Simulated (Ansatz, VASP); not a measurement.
# Two plane-wave programs on HfO2

INCAR

```
SYSTEM = HfO2
PREC = Accurate
ENCUT = 520
EDIFF = 1E-6
ISMEAR = 0
SIGMA = 0.05
LREAL = .False.
LASPH = .True.
NELM = 60
ALGO = Normal
ISIF = 2
LWAVE = .False.
LCHARG = .True.
GGA = PE
LELF = .True.
LVHAR = .True.
NBANDS = 18
```

The input KPOINTS:

```
Automatic mesh
0
Gamma
  8 8 8
  0 0 0
```

File POSCAR:

```
HfO2
1.0
    0.0000000000      2.4935625000      2.5575000000
    2.6214375000      0.0000000000      2.5575000000
    2.6214375000      2.4935625000      0.0000000000
Hf O
1 2
Direct
    0.0000000000      0.0000000000      0.0000000000
    0.2500000000      0.2500000000      0.2500000000
    0.7500000000      0.7500000000      0.7500000000
```

Input for Ansatz:

```yaml
crystal:
  lattice:
    - [0.0, 2.4935625, 2.5575]
    - [2.6214375, 0.0, 2.5575]
    - [2.6214375, 2.4935625, 0.0]
  atoms:
    - { symbol: Hf, position: [0.0, 0.0, 0.0] }
    - { symbol: O, position: [0.25, 0.25, 0.25] }
    - { symbol: O, position: [0.75, 0.75, 0.75] }
basis:
  ecutwfc: 420
kpoints:
  mp_grid: { grid: [8, 8, 8] }
hamiltonian:
  xc: pbe
scf:
  occupations: { method: gaussian, width: 0.05 }
output:
  forces: true
  stress: true
  eigenvalues: true
  write_density: true
  write_potential: true
  elf: true
  volumetric_format: npy
```

Change from the starting cell: strain +0.0250 x Voigt [1, -1, 0, 0, 0, 0], atoms carried along.

Alike in both runs: task single point; functional PBE; k mesh 8 × 8 × 8; occupations gaussian, width 0.05 eV; no spin polarisation.

|  | VASP | Ansatz |
| --- | --- | --- |
| version | VASP 6.6.1 | Ansatz 0.2.0 |
| potentials or method | VASP PAW PBE potentials, release 64 (Hf_pv, O), cutoff 520 eV | scalar-relativistic, plane waves, PAW |
| valence electrons in the cell | 22 | 38 |

VASP gave:

| Property | Result |
| --- | --- |
| gap on the k mesh at the Fermi level (eV) | 3.25 |
| least direct gap on the mesh (eV) | 3.40 |
| pressure (GPa) | -5.8 |
| traceless stress, the component that is largest in VASP (GPa) | 11.36 |

What did Ansatz give for the same quantities?

gap on the k mesh at the Fermi level (eV): 3.27; least direct gap on the mesh (eV): 3.40; pressure (GPa): -2.2; traceless stress, the component that is largest in VASP (GPa): 11.16.

With one functional, cell and mesh, what is left measures potentials, basis and numerics. VASP's potentials hold 22 valence electrons a cell and Ansatz's 38, so a difference there can come from the potentials and not from the codes.

Spin-orbit coupling is off throughout.
